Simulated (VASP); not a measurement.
# P3C2 (P-3m1) in VASP: single point with PBE

Aim: the single point of P3C2 with PBE.

Program: VASP 6.6.1. These are calculated values, not measurements. Logs are shortened: lines on timing, memory, paths and dates and some standing lists are left out, and cuts for length are marked.

## (1) The cell of the first run

It takes space group P-3m1 (No. 164, trigonal). Conventional cell: a = 4.224 Å, b = 4.224 Å, c = 5.152 Å, α = 90.00°, β = 90.00°, γ = 120.00°. P (site symmetry -3m) has 6 C at 2.58 Å and 6 P at 3.03 Å within 3.4 Å. P (site symmetry 3m) has 5 C at 2.51 to 2.64 Å and 6 P at 2.89 to 3.03 Å within 3.3 Å. Within 3.3 Å of C (site symmetry 3m) lie 8 P at 2.51 to 2.64 Å and 3 C at 2.96 Å.

The cell was built from a structure type or drawn by symmetry, and may not be a known phase.

## (2) Single point, PBE

Contents of INCAR:

```
  PREC = Accurate
  ENCUT = 520
  EDIFF = 1E-7
  ISMEAR = 0
  SIGMA = 0.1
  LREAL = False
  LASPH = True
  NELM = 60
  ALGO = Normal
  ISIF = 2
  LWAVE = False
  LCHARG = False
  GGA = PE
  NBANDS = 20
```

Contents of KPOINTS:

```
Automatic mesh
0
Gamma
  6 6 4
```

Contents of POSCAR:

```
P3C2
1.0
    4.2239688000      0.0000000000      0.0000000000
   -2.1119844000      3.6580642800      0.0000000000
    0.0000000000      0.0000000000      5.1515992300
P C
3 2
Direct
    0.0000000000      0.0000000000      0.0000000000
    0.6666666700      0.3333333300      0.3496741700
    0.3333333300      0.6666666700      0.6503258300
    0.6666666700      0.3333333300      0.8371703600
    0.3333333300      0.6666666700      0.1628296400
```

Potentials or basis: VASP PAW PBE potentials, release 64 (P, C).

On the command line:

```console
$ cat potpaw_PBE.64/P/POTCAR potpaw_PBE.64/C/POTCAR > POTCAR
$ mpirun -np 1 vasp_std > vasp.out
```

OUTCAR:

```text
PREC = Accurate
   ENCUT = 520
   EDIFF = 1E-7
   ISMEAR = 0
   LREAL = False
   LASPH = True
   NELM = 60
   ISIF = 2
   GGA = PE

 ion  position               nearest neighbor table
   1  0.000  0.000  0.000-
   2  0.667  0.333  0.350-   4 2.51   3 2.89   3 2.89   3 2.89
   3  0.333  0.667  0.650-   5 2.51   2 2.89   2 2.89   2 2.89
   4  0.667  0.333  0.837-   2 2.51
   5  0.333  0.667  0.163-   3 2.51

  LATTYP: Found a hexagonal cell.
 ALAT       =     4.2239688000
 C/A-ratio  =     1.2196110989

  Lattice vectors:

 A1 = (   4.2239688000,   0.0000000000,   0.0000000000)
 A2 = (  -2.1119844000,   3.6580642800,   0.0000000000)
 A3 = (   0.0000000000,   0.0000000000,   5.1515992300)

Analysis of symmetry for initial positions (statically):
=====================================================================
 Subroutine PRICEL returns:
 Original cell was already a primitive cell.

 Routine SETGRP: Setting up the symmetry group for a
 hexagonal supercell.

 Subroutine GETGRP returns: Found 12 space group operations
 (whereof 12 operations were pure point group operations)
 out of a pool of 24 trial point group operations.

The static configuration has the point symmetry D_3d.

Analysis of symmetry for dynamics (positions and initial velocities):
=====================================================================
 Subroutine PRICEL returns:
 Original cell was already a primitive cell.

 Routine SETGRP: Setting up the symmetry group for a
 hexagonal supercell.

 Subroutine GETGRP returns: Found 12 space group operations
 (whereof 12 operations were pure point group operations)
 out of a pool of 24 trial point group operations.

The dynamic configuration has the point symmetry D_3d.

 Subroutine INISYM returns: Found 12 space group operations
 (whereof 12 operations are pure point group operations),
 and found     1 'primitive' translations

----------------------------------------------------------------------------------------

                                     Primitive cell

  volume of cell :      79.6002

  direct lattice vectors                    reciprocal lattice vectors
     4.223968800  0.000000000  0.000000000     0.236744173  0.136684312  0.000000000
    -2.111984400  3.658064280  0.000000000     0.000000000  0.273368624  0.000000000
[... 89 lines left out ...]
   NELM   =     60;   NELMIN=  2; NELMDL= -5     # of ELM steps
   EDIFF  = 0.1E-06   stopping-criterion for ELM
   LREAL  =      F    real-space projection
   EDIFFG = 0.1E-05   stopping-criterion for IOM
   NSW    =      0    number of steps for IOM
   IBRION =     -1    ionic relax: 0-MD 1-quasi-New 2-CG
   NFREE  =      0    steps in history (QN), initial steepest desc. (CG)
   ISIF   =      2    stress and relaxation
   ISYM   =      2    0-nonsym 1-usesym 2-fastsym
   POTIM  = 0.5000    time-step for ionic-motion
   TEBEG  =    0.0;   TEEND  =   0.0 temperature during run
   PSTRESS=    0.0 pullay stress
   NELECT =      23.0000    total number of electrons
   NUPDOWN=      -1.0000    fix difference up-down
   EMIN   =  10.00;   EMAX   =-10.00  energy-range for DOS
   EFERMI =   0.00;   METHOD = LEGACY
   ISMEAR =     0;   SIGMA  =   0.10  broadening in eV -4-tet -1-fermi 0-gaus
   EFERMI_NEDOS =   21; number of points for ismear=-14 and -15
   IALGO  =     38    algorithm
   IMIX   =      4    mixing-type and parameters
     AMIX     =   0.40;   BMIX     =  1.00
     AMIX_MAG =   1.60;   BMIX_MAG =  1.00
  volume/ion in A,a.u.               =      15.92       107.43
  Fermi-wavevector in a.u.,A,eV,Ry     =   1.082296  2.045243 15.937385  1.171365
  Thomas-Fermi vector in A             =   2.218334
   LORBIT       =      0    0 simple, 1 ext, 2 COOP (PROOUT), +10 PAW based schemes
   GGA     = PE    functional components
   LHFCALC =     F    Hartree Fock is set to
   AEXX    =    0.0000 exact exchange contribution
   IVDW    =     0    specifies the selected vdW correction
   LEPSILON=     F    determine dielectric tensor
   LRPA    =     F    only Hartree local field effects (RPA)
 non-spin polarized calculation
 Gauss-broadening in eV      SIGMA  =   0.10
  energy-cutoff  :      520.00
  volume of cell :       79.60
 maximum number of plane-waves:      2173
   NGX = 15   NGY = 15   NGZ = 19

 number of electron      23.0000001 magnetization

 Free energy of the ion-electron system (eV)
  ---------------------------------------------------
  ext. energy  EPLUGINS =         0.00000000
  ---------------------------------------------------
  free energy    TOTEN  =       -22.72697714 eV

  energy without entropy =      -22.71694320  energy(sigma->0) =      -22.72196017

 E-fermi :   5.2996     XC(G=0): -10.2781

 val. band max:        5.1726230228   @ k =   0.3333   0.1667   0.0000
 cond. band min:       5.3092562862   @ k =   0.1667   0.1667   0.0000
 fundamental gap:      0.1366332634
 Fermi energy:         5.2996093155

 k-point     1 :       0.0000    0.0000    0.0000
  band No.  band energies     occupation
      1      -8.9195      2.00000
      2      -4.3820      2.00000
      3      -4.2022      2.00000
      4      -2.2318      2.00000
      5      -0.3022      2.00000
      6       1.7047      2.00000
[... 541 lines left out ...]
     19       9.8686      0.00000
     20       9.8686      0.00000

------------------------ aborting loop because EDIFF is reached ----------------------------------------

  FORCE on cell =-STRESS in cart. coord.  units (eV):
  Direction    XX          YY          ZZ          XY          YZ          ZX
  --------------------------------------------------------------------------------------
  -------------------------------------------------------------------------------------
  Total       -9.4607431     -9.4607430    -10.2466885      0.0000000     -0.0000000      0.0000000
  in kB     -190.4240185   -190.4240180   -206.2433784      0.0000000     -0.0000000      0.0000000
  external PRESSURE =    -195.6971383 kB  Pullay stress =       0.0000000 kB

 VOLUME and BASIS-vectors are now :
 -----------------------------------------------------------------------------
  energy-cutoff  :      520.00
  volume of cell :       79.60
      direct lattice vectors                 reciprocal lattice vectors
     4.223968800  0.000000000  0.000000000     0.236744173  0.136684312  0.000000000
    -2.111984400  3.658064280  0.000000000     0.000000000  0.273368624  0.000000000
     0.000000000  0.000000000  5.151599230     0.000000000  0.000000000  0.194114479

 POSITION                                       TOTAL-FORCE (eV/Angst)
 -----------------------------------------------------------------------------------
      0.00000      0.00000      0.00000        -0.000000      0.000000      0.000000
      2.11198      1.21935      1.80138        -0.000000      0.000000      0.242739
     -0.00000      2.43871      3.35022         0.000000      0.000000     -0.242739
      2.11198      1.21935      4.31277         0.000000      0.000000     -1.234626
     -0.00000      2.43871      0.83883        -0.000000     -0.000000      1.234626
 -----------------------------------------------------------------------------------
    total drift:                               -0.000000      0.000000      0.000000

  FREE ENERGIE OF THE ION-ELECTRON SYSTEM (eV)
  ---------------------------------------------------
  free  energy   TOTEN  =       -22.7269771433 eV

  energy  without entropy=      -22.7169432001  energy(sigma->0) =      -22.72196017
```

stdout:

```text
POSCAR found type information on POSCAR P C
 POSCAR found :  2 types and       5 ions
 scaLAPACK will be used
 LDA part: xc-table for (Slater+PW92), standard interpolation
 POSCAR, INCAR and KPOINTS ok, starting setup
 FFT: planning ... GRIDC
 FFT: planning ... GRID_SOFT
 FFT: planning ... GRID
 WAVECAR not read
 entering main loop
```

Run time: 16 s. Hardware: 1 thread of Intel Xeon 6975P-C (Granite Rapids), shared host; peak memory 0.19 GiB.

Results:

| Item | Value |
| --- | --- |
| Free energy | -22.7270 eV |
| Pressure | -19.6 GPa |
| Largest force | 1.235 eV/Å |
| Band gap on the k mesh | zero (an odd number of electrons rules out a gap without spin polarisation) |

Forces in eV/Å, atoms in the order of the input:
```
P    0.000  0.000  0.000
P    0.000  0.000  0.243
P    0.000  0.000 -0.243
C    0.000  0.000 -1.235
C    0.000  0.000  1.235
```

Stress tensor (GPa, compression positive):
```
-19.04   0.00   0.00
  0.00 -19.04   0.00
  0.00   0.00 -20.62
```

Caveat: the cell stands under tension; forces of over 1 eV/Å act on the atoms, so gaps and moduli don't describe the material at rest.
